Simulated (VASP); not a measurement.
# O (P2/c) in VASP: a series of runs

O is run at these levels: PBEsol; tasks: single point.

Program: VASP 6.6.1. These are calculated values, not measurements. Logs are shortened: lines on timing, memory, paths and dates and some standing lists are left out, and cuts for length are marked.

## (1) The cell of the first run

Symmetry: P2/c, No. 13, monoclinic system. Conventional cell: a = 3.892 Å, b = 3.789 Å, c = 3.033 Å, α = 90.00°, β = 109.18°, γ = 90.00°. Within 1.6 Å of O (site symmetry 1) lie 1 O at 1.23 Å.

## (2) Single point, PBEsol

The input, INCAR:

```
SYSTEM = O
PREC = Accurate
ENCUT = 520
EDIFF = 1E-7
ISMEAR = 0
SIGMA = 0.05
LREAL = .False.
LASPH = .True.
NELM = 60
ALGO = Normal
ISIF = 2
LWAVE = .False.
LCHARG = .False.
GGA = PS
NBANDS = 20
```

The input, KPOINTS:

```
regular mesh
0
Gamma
  6 6 6
  0 0 0
```

The input, POSCAR:

```
O
1.0
    3.8922577200      0.0000000000      0.0000000000
    0.0000000000      3.7894570000      0.0000000000
   -0.9966562300      0.0000000000      2.8648122493
O
4
Direct
    0.3329660000      0.6941230000      0.6812950000
    0.6670340000      0.6941230000      0.8187050000
    0.6670340000      0.3058770000      0.3187050000
    0.3329660000      0.3058770000      0.1812950000
```

Potentials or basis: VASP PAW PBE potentials, release 64 (O).

Started as:

```
$ cat potpaw_PBE.64/O/POTCAR > POTCAR
$ mpirun -np 1 vasp_std > vasp.out
```

OUTCAR:

```text
SYSTEM = O
   PREC = Accurate
   ENCUT = 520
   EDIFF = 1E-7
   ISMEAR = 0
   LREAL = .False.
   LASPH = .True.
   NELM = 60
   ISIF = 2
   GGA = PS

 ion  position               nearest neighbor table
   1  0.333  0.694  0.681-   2 1.23
   2  0.667  0.694  0.819-   1 1.23
   3  0.667  0.306  0.319-   4 1.23
   4  0.333  0.306  0.181-   3 1.23

  LATTYP: Found a simple monoclinic cell.
 ALAT       =     3.0332281260
 B/A-ratio  =     1.2493148694
 C/A-ratio  =     1.2832063921
 COS(beta)  =    -0.3285793843

  Lattice vectors:

 A1 = (  -0.9966562300,   0.0000000000,   2.8648122493)
 A2 = (   0.0000000000,  -3.7894570000,   0.0000000000)
 A3 = (   3.8922577200,   0.0000000000,   0.0000000000)

Analysis of symmetry for initial positions (statically):
=====================================================================
 Subroutine PRICEL returns:
 Original cell was already a primitive cell.

 Routine SETGRP: Setting up the symmetry group for a
 simple monoclinic supercell.

 Subroutine GETGRP returns: Found  4 space group operations
 (whereof  2 operations were pure point group operations)
 out of a pool of  4 trial point group operations.

The static configuration has the point symmetry S_2 .
 The point group associated with its full space group is C_2h.

Analysis of symmetry for dynamics (positions and initial velocities):
=====================================================================
 Subroutine PRICEL returns:
 Original cell was already a primitive cell.

 Routine SETGRP: Setting up the symmetry group for a
 simple monoclinic supercell.

 Subroutine GETGRP returns: Found  4 space group operations
 (whereof  2 operations were pure point group operations)
 out of a pool of  4 trial point group operations.

The dynamic configuration has the point symmetry S_2 .
 The point group associated with its full space group is C_2h.

 Subroutine INISYM returns: Found  4 space group operations
 (whereof  2 operations are pure point group operations),
 and found     1 'primitive' translations

[... 90 lines left out ...]
   ISTART =      0    job   : 0-new  1-cont  2-samecut
   ICHARG =      2    charge: 1-file 2-atom 10-const
   ISPIN  =      1    spin polarized calculation?
   LNONCOLLINEAR =      F non collinear calculations
   LSORBIT =      F    spin-orbit coupling
   LASPH  =      T    aspherical Exc in radial PAW
   ENCUT  =  520.0 eV  38.22 Ry    6.18 a.u.   7.24  7.05  5.64*2*pi/ulx,y,z
   NELM   =     60;   NELMIN=  2; NELMDL= -5     # of ELM steps
   EDIFF  = 0.1E-06   stopping-criterion for ELM
   LREAL  =      F    real-space projection
   EDIFFG = 0.1E-05   stopping-criterion for IOM
   NSW    =      0    number of steps for IOM
   IBRION =     -1    ionic relax: 0-MD 1-quasi-New 2-CG
   NFREE  =      0    steps in history (QN), initial steepest desc. (CG)
   ISIF   =      2    stress and relaxation
   ISYM   =      2    0-nonsym 1-usesym 2-fastsym
   POTIM  = 0.5000    time-step for ionic-motion
   TEBEG  =    0.0;   TEEND  =   0.0 temperature during run
   PSTRESS=    0.0 pullay stress
   NELECT =      24.0000    total number of electrons
   NUPDOWN=      -1.0000    fix difference up-down
   EMIN   =  10.00;   EMAX   =-10.00  energy-range for DOS
   EFERMI =   0.00;   METHOD = LEGACY
   ISMEAR =     0;   SIGMA  =   0.05  broadening in eV -4-tet -1-fermi 0-gaus
   EFERMI_NEDOS =   21; number of points for ismear=-14 and -15
   IALGO  =     38    algorithm
   IMIX   =      4    mixing-type and parameters
     AMIX     =   0.40;   BMIX     =  1.00
     AMIX_MAG =   1.60;   BMIX_MAG =  1.00
  volume/ion in A,a.u.               =      10.56        71.29
  Fermi-wavevector in a.u.,A,eV,Ry     =   1.355773  2.562040 25.009149  1.838121
  Thomas-Fermi vector in A             =   2.482832
   LORBIT       =      0    0 simple, 1 ext, 2 COOP (PROOUT), +10 PAW based schemes
   GGA     = PS    functional components
   LHFCALC =     F    Hartree Fock is set to
   AEXX    =    0.0000 exact exchange contribution
   IVDW    =     0    specifies the selected vdW correction
   LEPSILON=     F    determine dielectric tensor
   LRPA    =     F    only Hartree local field effects (RPA)
 non-spin polarized calculation
 Gauss-broadening in eV      SIGMA  =   0.05
  energy-cutoff  :      520.00
  volume of cell :       42.25
 maximum number of plane-waves:      1156
 NGX is ok and might be reduce to    30
   NGX = 15   NGY = 15   NGZ = 11

 number of electron      23.9999982 magnetization

 Free energy of the ion-electron system (eV)
  ---------------------------------------------------
  ext. energy  EPLUGINS =         0.00000000
  ---------------------------------------------------
  free energy    TOTEN  =       -20.91615571 eV

  energy without entropy =      -20.91615571  energy(sigma->0) =      -20.91615571

 E-fermi :   0.7321     XC(G=0):  -9.9442

 val. band max:        0.4930680146   @ k =   0.0000   0.5000   0.0000
 cond. band min:       1.0799385196   @ k =   0.5000   0.5000   0.0000
 fundamental gap:      0.5868705050
 Fermi energy:         0.7321248873

 k-point     1 :       0.0000    0.0000    0.0000
  band No.  band energies     occupation
      1     -26.6182      2.00000
      2     -24.6856      2.00000
      3     -13.9748      2.00000
      4     -11.7261      2.00000
      5      -8.3732      2.00000
      6      -7.4757      2.00000
[... 541 lines left out ...]
     19      14.5844      0.00000
     20      17.7652      0.00000

 [... further k-points ...]

------------------------ aborting loop because EDIFF is reached ----------------------------------------

  FORCE on cell =-STRESS in cart. coord.  units (eV):
  Direction    XX          YY          ZZ          XY          YZ          ZX
  --------------------------------------------------------------------------------------
  -------------------------------------------------------------------------------------
  Total       -0.0494631      0.4897442      0.2585397      0.0000000      0.0000000      0.0121804
  in kB       -1.8755004     18.5697128      9.8030918      0.0000000      0.0000000      0.4618466
  external PRESSURE =       8.8324347 kB  Pullay stress =       0.0000000 kB

 VOLUME and BASIS-vectors are now :
 -----------------------------------------------------------------------------
  energy-cutoff  :      520.00
  volume of cell :       42.25
      direct lattice vectors                 reciprocal lattice vectors
     3.892257720  0.000000000  0.000000000     0.256920295  0.000000000  0.089381499
     0.000000000  3.789457000  0.000000000     0.000000000  0.263890051  0.000000000
    -0.996656230  0.000000000  2.864812249     0.000000000  0.000000000  0.349063015

 POSITION                                       TOTAL-FORCE (eV/Angst)
 -----------------------------------------------------------------------------------
      0.61697      2.63035      1.95178         0.370033     -0.166607      0.024675
      1.78030      2.63035      2.34544        -0.370033     -0.166607     -0.024675
      2.27863      1.15911      0.91303        -0.370033      0.166607     -0.024675
      1.11530      1.15911      0.51938         0.370033      0.166607      0.024675
 -----------------------------------------------------------------------------------
    total drift:                               -0.000000     -0.000000      0.000000

  FREE ENERGIE OF THE ION-ELECTRON SYSTEM (eV)
  ---------------------------------------------------
  free  energy   TOTEN  =       -20.9161557070 eV

  energy  without entropy=      -20.9161557070  energy(sigma->0) =      -20.91615571
```

OSZICAR:

```text
N       E                     dE             d eps       ncg     rms          rms(c)
DAV:   1     0.123058210542E+03    0.12306E+03   -0.14140E+04  3208   0.116E+03
DAV:   2    -0.155907518082E+02   -0.13865E+03   -0.13446E+03  4160   0.271E+02
DAV:   3    -0.214894951653E+02   -0.58987E+01   -0.58659E+01  4028   0.543E+01
DAV:   4    -0.215210163692E+02   -0.31521E-01   -0.31518E-01  3580   0.441E+00
DAV:   5    -0.215211940859E+02   -0.17772E-03   -0.17772E-03  3916   0.299E-01    0.634E+00
DAV:   6    -0.210267730297E+02    0.49442E+00   -0.37427E-01  3604   0.562E+00    0.340E+00
DAV:   7    -0.209129156566E+02    0.11386E+00   -0.37339E-01  3944   0.531E+00    0.640E-01
DAV:   8    -0.209164555708E+02   -0.35399E-02   -0.48036E-02  3264   0.160E+00    0.108E-01
DAV:   9    -0.209161379427E+02    0.31763E-03   -0.85991E-04  3580   0.272E-01    0.473E-02
DAV:  10    -0.209161602156E+02   -0.22273E-04   -0.12454E-04  3932   0.860E-02    0.169E-02
DAV:  11    -0.209161557088E+02    0.45068E-05   -0.23102E-05  3560   0.442E-02    0.488E-03
DAV:  12    -0.209161557196E+02   -0.10792E-07   -0.19582E-06  3664   0.109E-02    0.165E-03
DAV:  13    -0.209161557070E+02    0.12552E-07   -0.10934E-07  2708   0.288E-03
   1 F= -.20916156E+02 E0= -.20916156E+02  d E =-.154350E-13
```

Wall time 65 s (1 thread of Intel Xeon Platinum 8375C at 2.90GHz (Ice Lake), shared host); peak memory 0.17 GiB.

What came out:

```yaml
Free_energy: -20.9162 eV
Pressure: 0.9 GPa
Largest_force: 0.407 eV/Å
Band_gap_on_the_k_mesh: 0.59 eV, indirect (least direct gap 0.76 eV)
```

Forces on the atoms (eV/Å):
```
O    0.370 -0.167  0.025
O   -0.370 -0.167 -0.025
O   -0.370  0.167 -0.025
O    0.370  0.167  0.025
```

Stress tensor (GPa, compression positive):
```
-0.19  0.00  0.05
 0.00  1.86  0.00
 0.05  0.00  0.98
```

Caveat: the standard files for N, O and F lose accuracy on very short bonds; spin is off for a triplet molecule; the PAW data sets were made with another functional, which shifts forces and pressure a little. A k mesh can miss the band edges.

## (3) Single point, PBEsol

This run uses another cell than the first one, of 10.67 Å³/atom, 1.010 times its volume.

The input, INCAR:

```
SYSTEM = O
PREC     = Accurate       ! precision mode
ENCUT    = 520            ! plane-wave cutoff, eV
EDIFF    = 1E-6           ! SCF threshold, eV
ISMEAR   = 0              ! smearing method
SIGMA    = 0.05           ! smearing width, eV
LREAL    = .False.        ! projectors in reciprocal space
LASPH    = .True.         ! aspherical terms in the spheres
NELM     = 100            ! most SCF steps
ALGO     = Normal         ! electronic algorithm
ISIF     = 2              ! what is computed and relaxed
LWAVE    = .False.        ! write WAVECAR
LCHARG   = .False.        ! write CHGCAR
GGA      = PS             ! functional
NBANDS   = 20             ! bands
```

The input, KPOINTS:

```
Automatic mesh
0
Gamma
  6 6 6
  0 0 0
```

Changes to POSCAR since step 2:

```diff
@@ -4,3 +4,3 @@
     0.0000000000      3.7894570000      0.0000000000
-   -0.9966562300      0.0000000000      2.8648122493
+   -0.9966562300      0.0000000000      2.8943463962
 O
```

Potentials or basis: VASP PAW PBE potentials, release 64 (O).

Started as:

```
$ cat potpaw_PBE.64/O/POTCAR > POTCAR
$ mpirun -np 1 vasp_std > vasp.out
```

It took 72 s on 1 thread of Intel Xeon Platinum 8375C at 2.90GHz (Ice Lake), shared host; peak memory 0.17 GiB.

It converged, with:

* Free energy: -20.9184 eV
* Pressure: 0.0 GPa
* Largest force: 0.491 eV/Å
* Band gap on the k mesh: 0.54 eV, indirect (least direct gap 0.72 eV)

Forces on the atoms (eV/Å):
```
O    0.433 -0.202  0.112
O   -0.433 -0.202 -0.112
O   -0.433  0.202 -0.112
O    0.433  0.202  0.112
```

Stress tensor (GPa, compression positive):
```
-0.70  0.00 -0.40
 0.00  1.20  0.00
-0.40  0.00 -0.36
```

Levels at points of the mesh, in eV from the valence-band top:
```csv
k point,band 8,band 9,band 10,band 11,band 12,band 13,band 14,band 15,band 16,band 17
"(0.00, 0.00, 0.00)",-6.32,-4.36,-4.35,-0.83,-0.71,1.75,1.78,9.67,10.55,10.81
"(0.50, 0.00, 0.00)",-5.78,-4.47,-4.43,-1.31,-0.42,1.81,1.98,6.76,10.06,10.37
"(0.00, 0.50, 0.00)",-6.44,-5.12,-4.77,-0.57,0.00,0.88,1.43,10.60,10.86,10.94
"(0.50, 0.50, 0.00)",-6.03,-5.15,-4.88,-0.21,-0.18,0.54,1.69,7.61,8.94,12.67
"(0.00, 0.00, 0.50)",-6.78,-4.97,-4.97,-0.88,-0.88,1.42,1.42,9.66,9.66,13.11
"(0.50, 0.00, 0.50)",-6.45,-4.92,-4.92,-1.01,-1.01,1.33,1.33,9.09,9.09,13.55
"(0.00, 0.50, 0.50)",-6.92,-3.96,-3.96,-1.59,-1.59,2.20,2.20,9.71,9.71,13.43
"(0.50, 0.50, 0.50)",-6.52,-3.95,-3.95,-1.79,-1.79,2.19,2.19,9.20,9.20,13.90
```

Caveat: the standard files for N, O and F lose accuracy on very short bonds; spin is off for a triplet molecule; the PAW data sets were made with another functional, which shifts forces and pressure a little.

## (4) Single point, PBEsol

This run uses another cell than the first one, of 10.78 Å³/atom, 1.021 times its volume.

The input, INCAR:

```
SYSTEM = O
ALGO = Normal
EDIFF = 1E-7
ENCUT = 520
GGA = PS
ISIF = 2
ISMEAR = 0
LASPH = .True.
LCHARG = .False.
LREAL = .False.
LWAVE = .False.
NBANDS = 20
NELM = 60
PREC = Accurate
SIGMA = 0.05
```

The input, KPOINTS:

```
k-points
0
Gamma
  6 6 6
  0 0 0
```

Changes to POSCAR since step 3:

```diff
@@ -4,3 +4,3 @@
     0.0000000000      3.7894570000      0.0000000000
-   -0.9966562300      0.0000000000      2.8943463962
+   -0.9966562300      0.0000000000      2.9238805431
 O
```

Started as:

```
$ cat potpaw_PBE.64/O/POTCAR > POTCAR
$ mpirun -np 1 vasp_std > vasp.out
```

It took 70 s on 1 thread of Intel Xeon Platinum 8375C at 2.90GHz (Ice Lake), shared host; peak memory 0.17 GiB.

It converged, with:

| Quantity | Value |
| --- | --- |
| Free energy | -20.9171 eV |
| Pressure | -0.7 GPa |
| Largest force | 0.582 eV/Å |
| Band gap on the k mesh | 0.50 eV, indirect (least direct gap 0.68 eV) |

Forces on the atoms (eV/Å):
```
O    0.496 -0.233  0.197
O   -0.496 -0.233 -0.197
O   -0.496  0.233 -0.197
O    0.496  0.233  0.197
```

Stress tensor (GPa, compression positive):
```
-1.18  0.00 -0.85
 0.00  0.62  0.00
-0.85  0.00 -1.61
```

Levels at points of the mesh, in eV from the valence-band top:
```csv
k point,band 8,band 9,band 10,band 11,band 12,band 13,band 14,band 15,band 16,band 17
"(0.00, 0.00, 0.00)",-6.32,-4.41,-4.37,-0.85,-0.68,1.69,1.75,9.59,10.51,10.73
"(0.50, 0.00, 0.00)",-5.80,-4.51,-4.45,-1.28,-0.45,1.75,1.94,6.74,10.02,10.29
"(0.00, 0.50, 0.00)",-6.42,-5.16,-4.80,-0.59,0.00,0.84,1.39,10.55,10.78,10.88
"(0.50, 0.50, 0.00)",-6.03,-5.19,-4.90,-0.23,-0.18,0.50,1.65,7.60,8.91,12.60
"(0.00, 0.00, 0.50)",-6.78,-4.98,-4.98,-0.86,-0.86,1.39,1.39,9.61,9.61,13.00
"(0.50, 0.00, 0.50)",-6.44,-4.93,-4.93,-0.98,-0.98,1.30,1.30,9.04,9.04,13.45
"(0.00, 0.50, 0.50)",-6.93,-3.98,-3.98,-1.56,-1.56,2.15,2.15,9.65,9.65,13.35
"(0.50, 0.50, 0.50)",-6.51,-3.98,-3.98,-1.76,-1.76,2.15,2.15,9.15,9.15,13.83
```

Caveat: the standard files for N, O and F lose accuracy on very short bonds; spin is off for a triplet molecule; the PAW data sets were made with another functional, which shifts forces and pressure a little. A k mesh can miss the band edges.

(Continued in part 2 of 2.)
